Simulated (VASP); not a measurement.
A run of VASP 6.6.1 is set up as follows.

Contents of INCAR:

```
SYSTEM = Mo
PREC = Accurate
ENCUT = 520
EDIFF = 1E-6
ISMEAR = 0
SIGMA = 0.019000000000000003
LREAL = .False.
LASPH = .True.
NELM = 100
ALGO = Normal
ISIF = 2
LWAVE = .False.
LCHARG = .False.
GGA = PE
NBANDS = 13
```

Contents of KPOINTS:

```
regular mesh
0
Gamma
  12 12 12
  0 0 0
```

The input POSCAR:

```
Mo
1.0
   -1.5838089719      1.5838089719      1.5838089719
    1.5838089719     -1.5838089719      1.5838089719
    1.5838089719      1.5838089719     -1.5838089719
Mo
1
Direct
    0.0000000000      0.0000000000      0.0000000000
```

Potentials or basis: VASP PAW PBE potentials, release 64 (Mo_sv).

Command:

```sh
$ cat potpaw_PBE.64/Mo_sv/POTCAR > POTCAR
$ mpirun -np 1 vasp_std > vasp.out
```

**Question.** Estimate the band gap on the k mesh.

**Answer.** Zero (band 7 reaches 16.22 eV, above the bottom of band 8 at 11.00 eV).

**Question.** Predict the pressure.

**Answer.** -1.4 GPa.
